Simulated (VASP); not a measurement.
# Na3Sc (Fm-3m) in VASP: single point with PBEsol

Aim: the single point of Na3Sc with PBEsol.

Program: VASP 6.6.1. These are calculated values, not measurements. Logs are shortened: lines on timing, memory, paths and dates and some standing lists are left out, and cuts for length are marked.

### 1 The cell of the first run

The structure is cubic, space group Fm-3m (No. 225). The conventional cell has a = 8.283 Å, b = 8.283 Å, c = 8.283 Å, α = 90.00°, β = 90.00°, γ = 90.00°. Within 4.7 Å of Na (site symmetry -43m) lie 10 Na at 3.59 to 4.14 Å and 4 Sc at 3.59 Å. Within 4.7 Å of Na (site symmetry m-3m) lie 8 Na at 3.59 Å and 6 Sc at 4.14 Å. Within 4.7 Å of Sc (site symmetry m-3m) lie 14 Na at 3.59 to 4.14 Å.

### 2 Single point, PBEsol (Al replaced by Sc, lengths x 1.047, strained)

INCAR reads:

```
SYSTEM = Na3Sc
PREC = Accurate
ENCUT = 520
EDIFF = 1E-7
ISMEAR = 0
SIGMA = 0.1
LREAL = .FALSE.
LASPH = .TRUE.
NELM = 60
ALGO = Fast
ISIF = 2
LWAVE = .FALSE.
LCHARG = .TRUE.
GGA = PS
LELF = .TRUE.
LVHAR = .TRUE.
NBANDS = 24
```

KPOINTS reads:

```
Automatic mesh
0
G
  10 10 10
  0 0 0
```

POSCAR reads:

```
Na3Sc
1.0
    0.0000000000      4.1414903294      4.1414903294
    4.1414903294      0.0000000000      4.1414903294
    4.1414903294      4.1414903294      0.0000000000
Na Sc
3 1
Direct
    0.2500000000      0.2500000000      0.2500000000
    0.7500000000      0.7500000000      0.7500000000
    0.5000000000      0.5000000000      0.5000000000
    0.0000000000      0.0000000000      0.0000000000
```

Potentials or basis: VASP PAW PBE potentials, release 64 (Na_pv, Sc_sv).

Started as:

```bash
> cat potpaw_PBE.64/Na_pv/POTCAR potpaw_PBE.64/Sc_sv/POTCAR > POTCAR
> mpirun -np 1 vasp_std > vasp.out
```

OUTCAR:

```text
SYSTEM = Na3Sc
   PREC = Accurate
   ENCUT = 520
   EDIFF = 1E-7
   ISMEAR = 0
   LREAL = .FALSE.
   LASPH = .TRUE.
   NELM = 60
   ISIF = 2
   GGA = PS

 ion  position               nearest neighbor table
   1  0.250  0.250  0.250-
   2  0.750  0.750  0.750-
   3  0.500  0.500  0.500-
   4  0.000  0.000  0.000-

  LATTYP: Found a face centered cubic cell.
 ALAT       =     8.2829806588

  Lattice vectors:

 A1 = (   0.0000000000,   4.1414903294,   4.1414903294)
 A2 = (   4.1414903294,   0.0000000000,   4.1414903294)
 A3 = (   4.1414903294,   4.1414903294,   0.0000000000)

Analysis of symmetry for initial positions (statically):
=====================================================================
 Subroutine PRICEL returns:
 Original cell was already a primitive cell.

 Routine SETGRP: Setting up the symmetry group for a
 face centered cubic supercell.

 Subroutine GETGRP returns: Found 48 space group operations
 (whereof 48 operations were pure point group operations)
 out of a pool of 48 trial point group operations.

The static configuration has the point symmetry O_h .

Analysis of symmetry for dynamics (positions and initial velocities):
=====================================================================
 Subroutine PRICEL returns:
 Original cell was already a primitive cell.

 Routine SETGRP: Setting up the symmetry group for a
 face centered cubic supercell.

 Subroutine GETGRP returns: Found 48 space group operations
 (whereof 48 operations were pure point group operations)
 out of a pool of 48 trial point group operations.

The dynamic configuration has the point symmetry O_h .

 Subroutine INISYM returns: Found 48 space group operations
 (whereof 48 operations are pure point group operations),
 and found     1 'primitive' translations

----------------------------------------------------------------------------------------

                                     Primitive cell

  volume of cell :     142.0692

  direct lattice vectors                    reciprocal lattice vectors
     0.000000000  4.141490329  4.141490329    -0.120729486  0.120729486  0.120729486
     4.141490329  0.000000000  4.141490329     0.120729486 -0.120729486  0.120729486
     4.141490329  4.141490329  0.000000000     0.120729486  0.120729486 -0.120729486

  length of vectors
     5.856951792  5.856951792  5.856951792     0.209109604  0.209109604  0.209109604

  position of ions in fractional coordinates (direct lattice)
     0.250000000  0.250000000  0.250000000
     0.750000000  0.750000000  0.750000000
     0.500000000  0.500000000  0.500000000
     0.000000000  0.000000000  0.000000000

  ion indices of the primitive-cell ions
   primitive index   ion index
                 1           1
                 2           2
                 3           3
                 4           4

----------------------------------------------------------------------------------------

 KPOINTS: Automatic mesh

Automatic generation of k-mesh.
 Grid dimensions read from file:
 generate k-points for:   10   10   10

 Generating k-lattice:

  Cartesian coordinates                     Fractional coordinates (reciprocal lattice)
    -0.012072949  0.012072949  0.012072949     0.100000000  0.000000000  0.000000000
     0.012072949 -0.012072949  0.012072949     0.000000000  0.100000000  0.000000000
     0.012072949  0.012072949 -0.012072949     0.000000000  0.000000000  0.100000000

  Length of vectors
     0.020910960  0.020910960  0.020910960

  Shift w.r.t. Gamma in fractional coordinates (k-lattice)
     0.000000000  0.000000000  0.000000000

 Subroutine IBZKPT returns following result:
 ===========================================

 Found     47 irreducible k-points:

 Following reciprocal coordinates:
            Coordinates               Weight
  0.000000  0.000000  0.000000      1.000000
  0.100000  0.000000  0.000000      8.000000
  0.200000  0.000000  0.000000      8.000000
  0.300000  0.000000  0.000000      8.000000
  0.400000  0.000000  0.000000      8.000000
  0.500000  0.000000  0.000000      4.000000
[... 16 lines left out ...]
  0.300000  0.300000  0.000000      6.000000
  0.400000  0.300000  0.000000     24.000000
 [... further k-points ...]
   k-points           NKPTS =     47   k-points in BZ     NKDIM =     47   number of bands    NBANDS=     24
   number of dos      NEDOS =    301   number of ions     NIONS =      4
   total plane-waves  NPLWV = 110592
   dimension x,y,z NGX =    48 NGY =   48 NGZ =   48
   dimension x,y,z NGXF=    96 NGYF=   96 NGZF=   96
   ions per type =               3   1
   NGX,Y,Z   is equivalent  to a cutoff of  13.62, 13.62, 13.62 a.u.
   NGXF,Y,Z  is equivalent  to a cutoff of  27.25, 27.25, 27.25 a.u.
 SYSTEM =  Na3Sc
   PREC   = accura    normal or accurate (medium, high low for compatibility)
   ISTART =      0    job   : 0-new  1-cont  2-samecut
   ICHARG =      2    charge: 1-file 2-atom 10-const
   ISPIN  =      1    spin polarized calculation?
   LNONCOLLINEAR =      F non collinear calculations
   LSORBIT =      F    spin-orbit coupling
   LASPH  =      T    aspherical Exc in radial PAW
   ENCUT  =  520.0 eV  38.22 Ry    6.18 a.u.  10.89 10.89 10.89*2*pi/ulx,y,z
   NELM   =     60;   NELMIN=  2; NELMDL= -5     # of ELM steps
   EDIFF  = 0.1E-06   stopping-criterion for ELM
   LREAL  =      F    real-space projection
   EDIFFG = 0.1E-05   stopping-criterion for IOM
   NSW    =      0    number of steps for IOM
   IBRION =     -1    ionic relax: 0-MD 1-quasi-New 2-CG
   NFREE  =      0    steps in history (QN), initial steepest desc. (CG)
   ISIF   =      2    stress and relaxation
   ISYM   =      2    0-nonsym 1-usesym 2-fastsym
   POTIM  = 0.5000    time-step for ionic-motion
   TEBEG  =    0.0;   TEEND  =   0.0 temperature during run
   PSTRESS=    0.0 pullay stress
   NELECT =      32.0000    total number of electrons
   NUPDOWN=      -1.0000    fix difference up-down
   EMIN   =  10.00;   EMAX   =-10.00  energy-range for DOS
   EFERMI =   0.00;   METHOD = LEGACY
   ISMEAR =     0;   SIGMA  =   0.10  broadening in eV -4-tet -1-fermi 0-gaus
   EFERMI_NEDOS =   21; number of points for ismear=-14 and -15
   IALGO  =     68    algorithm
   IMIX   =      4    mixing-type and parameters
     AMIX     =   0.40;   BMIX     =  1.00
     AMIX_MAG =   1.60;   BMIX_MAG =  1.00
  volume/ion in A,a.u.               =      35.52       239.68
  Fermi-wavevector in a.u.,A,eV,Ry     =   0.996074  1.882307 13.499197  0.992163
  Thomas-Fermi vector in A             =   2.128137
   LORBIT       =      0    0 simple, 1 ext, 2 COOP (PROOUT), +10 PAW based schemes
   GGA     = PS    functional components
   LHFCALC =     F    Hartree Fock is set to
   AEXX    =    0.0000 exact exchange contribution
   IVDW    =     0    specifies the selected vdW correction
   LEPSILON=     F    determine dielectric tensor
   LRPA    =     F    only Hartree local field effects (RPA)
 non-spin polarized calculation
 RMM-DIIS sequential band-by-band and
 Gauss-broadening in eV      SIGMA  =   0.10
  energy-cutoff  :      520.00
  volume of cell :      142.07
 maximum number of plane-waves:      3860
 NGX is ok and might be reduce to    48
   NGX = 21   NGY = 21   NGZ = 21

 number of electron      31.9999993 magnetization

 Free energy of the ion-electron system (eV)
  ---------------------------------------------------
  ext. energy  EPLUGINS =         0.00000000
  ---------------------------------------------------
  free energy    TOTEN  =        -8.84237385 eV

  energy without entropy =       -8.81431471  energy(sigma->0) =       -8.82834428

 E-fermi :   0.6403     XC(G=0):  -7.1537

 val. band max:        0.6335648213   @ k =   0.2000   0.2000   0.0000
 cond. band min:       0.6408798410   @ k =  -0.3000   0.3000   0.1000
 fundamental gap:      0.0073150197
 Fermi energy:         0.6402993420

 k-point     1 :       0.0000    0.0000    0.0000
  band No.  band energies     occupation
      1     -50.2109      2.00000
      2     -28.8971      2.00000
      3     -28.8971      2.00000
      4     -28.8971      2.00000
      5     -23.6840      2.00000
      6     -23.6840      2.00000
[... 16 lines left out ...]
     23       4.9454      0.00000
     24       5.4202      0.00000

 k-point     2 :       0.1000    0.0000    0.0000
  band No.  band energies     occupation
      1     -50.2109      2.00000
      2     -28.8971      2.00000
      3     -28.8971      2.00000
      4     -28.8970      2.00000
      5     -23.6840      2.00000
      6     -23.6840      2.00000
[... 16 lines left out ...]
     23       4.7048      0.00000
     24       5.2962      0.00000

 k-point     3 :       0.2000    0.0000    0.0000
  band No.  band energies     occupation
      1     -50.2109      2.00000
      2     -28.8971      2.00000
      3     -28.8971      2.00000
      4     -28.8971      2.00000
      5     -23.6841      2.00000
      6     -23.6841      2.00000
[... 16 lines left out ...]
     23       4.5092      0.00000
     24       4.8787      0.00000

 k-point     4 :       0.3000    0.0000    0.0000
  band No.  band energies     occupation
      1     -50.2109      2.00000
      2     -28.8972      2.00000
      3     -28.8971      2.00000
      4     -28.8971      2.00000
      5     -23.6842      2.00000
      6     -23.6842      2.00000
[... 16 lines left out ...]
     23       4.3947      0.00000
     24       4.5521      0.00000

 k-point     5 :       0.4000    0.0000    0.0000
  band No.  band energies     occupation
      1     -50.2109      2.00000
      2     -28.8972      2.00000
      3     -28.8971      2.00000
      4     -28.8971      2.00000
      5     -23.6843      2.00000
      6     -23.6843      2.00000
[... 16 lines left out ...]
     23       4.2675      0.00000
     24       4.3783      0.00000

 k-point     6 :       0.5000    0.0000    0.0000
  band No.  band energies     occupation
      1     -50.2109      2.00000
      2     -28.8973      2.00000
      3     -28.8971      2.00000
      4     -28.8971      2.00000
      5     -23.6843      2.00000
      6     -23.6843      2.00000
[... 16 lines left out ...]
     23       4.2126      0.00000
     24       4.3235      0.00000
[... 379 lines left out ...]
 k-point    21 :      -0.3000    0.2000    0.0000
  band No.  band energies     occupation
      1     -50.2109      2.00000
      2     -28.8972      2.00000
      3     -28.8972      2.00000
      4     -28.8971      2.00000
      5     -23.6843      2.00000
      6     -23.6842      2.00000
[... 16 lines left out ...]
     23       3.7994      0.00000
     24       4.8315      0.00000

 k-point    22 :      -0.2000    0.2000    0.0000
  band No.  band energies     occupation
      1     -50.2109      2.00000
      2     -28.8972      2.00000
      3     -28.8971      2.00000
      4     -28.8971      2.00000
      5     -23.6842      2.00000
      6     -23.6842      2.00000
[... 16 lines left out ...]
     23       4.0823      0.00000
     24       4.6477      0.00000

 k-point    23 :       0.3000    0.3000    0.0000
  band No.  band energies     occupation
      1     -50.2109      2.00000
      2     -28.8972      2.00000
      3     -28.8971      2.00000
      4     -28.8971      2.00000
      5     -23.6844      2.00000
      6     -23.6844      2.00000
[... 16 lines left out ...]
     23       3.2222      0.00000
     24       3.9523      0.00000

 k-point    24 :       0.4000    0.3000    0.0000
  band No.  band energies     occupation
      1     -50.2109      2.00000
      2     -28.8972      2.00000
      3     -28.8972      2.00000
      4     -28.8972      2.00000
      5     -23.6845      2.00000
      6     -23.6845      2.00000
[... 16 lines left out ...]
     23       3.2111      0.00000
     24       4.0346      0.00000

 [... further k-points ...]
[... 5 lines left out ...]
  --------------------------------------------------------------------------------------
  -------------------------------------------------------------------------------------
  Total       -1.2411592     -1.2411592     -1.2411592      0.0000000      0.0000000     -0.0000000
  in kB      -13.9971023    -13.9971023    -13.9971023      0.0000000      0.0000000     -0.0000000
  external PRESSURE =     -13.9971023 kB  Pullay stress =       0.0000000 kB

 VOLUME and BASIS-vectors are now :
 -----------------------------------------------------------------------------
  energy-cutoff  :      520.00
  volume of cell :      142.07
      direct lattice vectors                 reciprocal lattice vectors
     0.000000000  4.141490329  4.141490329    -0.120729486  0.120729486  0.120729486
     4.141490329  0.000000000  4.141490329     0.120729486 -0.120729486  0.120729486
     4.141490329  4.141490329  0.000000000     0.120729486  0.120729486 -0.120729486

 POSITION                                       TOTAL-FORCE (eV/Angst)
 -----------------------------------------------------------------------------------
      2.07075      2.07075      2.07075        -0.000000     -0.000000     -0.000000
      6.21224      6.21224      6.21224         0.000000      0.000000      0.000000
      4.14149      4.14149      4.14149        -0.000000      0.000000     -0.000000
      0.00000      0.00000      0.00000        -0.000000      0.000000     -0.000000
 -----------------------------------------------------------------------------------
    total drift:                               -0.000000     -0.000000      0.000000

  FREE ENERGIE OF THE ION-ELECTRON SYSTEM (eV)
  ---------------------------------------------------
  free  energy   TOTEN  =        -8.8423738502 eV

  energy  without entropy=       -8.8143147083  energy(sigma->0) =       -8.82834428
```

Wall time 4.5 min (1 thread of Intel Xeon Platinum 8259CL at 2.50GHz (Skylake/Cascade Lake), shared host); peak memory 0.39 GiB.

Results:

* Free energy: -8.8424 eV
* Pressure: -1.4 GPa
* Band gap on the k mesh: zero (bands 16 and 17 overlap by 0.87 eV)

Levels at points of the mesh, in eV from the Fermi level:
```tsv
k point	band 13	band 14	band 15	band 16	band 17	band 18	band 19	band 20
(0.00, 0.00, 0.00)	-24.13	-3.61	0.15	0.15	0.15	0.44	0.44	2.48
(0.50, 0.00, 0.00)	-24.13	-2.18	-1.65	0.12	0.12	0.42	0.58	0.58
(0.50, 0.50, 0.00)	-24.13	-1.65	-1.18	-0.28	0.04	0.60	0.60	0.61
```

Caveat: the cell differs from its parent crystal (Al replaced by Sc, lengths x 1.047, strained); the PAW data sets were made with another functional, which shifts forces and pressure a little.
